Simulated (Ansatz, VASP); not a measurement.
**CdSe in VASP and in Ansatz**

```xyz
4
Lattice="4.4455 0.0000 0.0000 -2.2227 3.8499 0.0000 0.0000 0.0000 7.2552" Properties=species:S:1:pos:R:3 pbc="T T T"
Cd    0.0000    2.5666    0.0325
Cd    2.2227    1.2833    3.6601
Se    0.0000    2.5666    2.7607
Se    2.2227    1.2833    6.3883
```

Alike in both runs: functional RPBE; k mesh 6 × 6 × 4; no spin polarisation.

Ansatz relaxed the structure, and its values are those at the end. VASP's run is a single point on that final structure, the one shown.

|  | VASP | Ansatz |
| --- | --- | --- |
| version | VASP 6.6.1 | Ansatz 0.2.0 |
| potentials or method | VASP PAW PBE potentials, release 64 (Cd, Se), cutoff 500 eV | plane waves, PAW |
| occupations | gaussian, width 0.01 eV | fixed |
| valence electrons in the cell | 36 | 72 |

Ansatz gave:

| Property | Result |
| --- | --- |
| pressure (GPa) | 0.0 |
| rms of the force components (eV/Å) | 0.003 |

Q: Which values does VASP return?

A: Pressure (GPa): 0.2; rms of the force components (eV/Å): 0.004.

VASP's potentials were made for PBE, not for RPBE. VASP's potentials hold 36 valence electrons a cell and Ansatz's 72, so a difference there can come from the potentials and not from the codes.
